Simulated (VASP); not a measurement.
A run of VASP 6.6.1:

INCAR

```
ALGO = Normal
EDIFF = 1E-6
ENCUT = 520
GGA = PE
ISIF = 2
ISMEAR = -1
LASPH = T
LCHARG = F
LREAL = F
LWAVE = F
NBANDS = 7
NELM = 100
PREC = Accurate
SIGMA = 0.1
```

File KPOINTS:

```
k-points
0
Gamma
  14 14 13
```

Contents of POSCAR:

```
Mg
1.0
    2.4013257785      0.0000000000      0.0000000000
   -1.2006628893      2.0796091269      0.0000000000
    0.0000000000      0.0000000000      2.2117096066
Mg
1
Direct
    0.0000000000      0.0000000000      0.0000000000
```

Potentials or basis: VASP PAW PBE potentials, release 64 (Mg).

Launch:

```sh
$ cat potpaw_PBE.64/Mg/POTCAR > POTCAR
$ mpirun -np 1 vasp_std > vasp.out
```

Hardware: 1 thread of AMD EPYC 7R13 Processor (Zen 3) (shared host).

Task: Estimate the wall time of this run.

Result: Run time: 8.5 s on 1 thread of AMD EPYC 7R13 Processor (Zen 3), on a shared host, peak memory 0.09 GiB. Counts: scf iterations 10, k points 168.
